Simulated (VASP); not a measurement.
A run of VASP 6.6.1 is set up as follows.

File INCAR:

```
SYSTEM = CdS
PREC     = Accurate       ! precision mode
ENCUT    = 500            ! plane-wave cutoff, eV
EDIFF    = 1E-6           ! SCF threshold, eV
ISMEAR   = 0              ! smearing method
SIGMA    = 0.01           ! smearing width, eV
LREAL    = .False.        ! projectors in reciprocal space
LASPH    = .True.         ! aspherical terms in the spheres
NELM     = 120            ! most SCF steps
ALGO     = Normal         ! electronic algorithm
ISIF     = 2              ! what is computed and relaxed
LWAVE    = .False.        ! write WAVECAR
LCHARG   = .False.        ! write CHGCAR
GGA      = PE             ! functional
NBANDS   = 16             ! bands
GGA_COMPAT= .False.
```

The input KPOINTS:

```
regular mesh
0
Gamma
  6 6 6
  0 0 0
```

Contents of POSCAR:

```
CdS
1.0
    0.0000000000      2.9392087882      2.9392087882
    2.9392087882      0.0000000000      2.9392087882
    2.9392087882      2.9392087882      0.0000000000
Cd S
1 1
Direct
    0.0000000000      0.0000000000      0.0000000000
    0.2500000000      0.2500000000      0.2500000000
```

Potentials or basis: VASP PAW PBE potentials, release 64 (Cd, S).

The run is started by

```bash
$ cat potpaw_PBE.64/Cd/POTCAR potpaw_PBE.64/S/POTCAR > POTCAR
$ mpirun -np 1 vasp_std > vasp.out
```

Question: Predict the band gap on the k mesh.

Answer: 1.10 eV.

Question: Estimate the pressure.

Answer: 1.7 GPa.
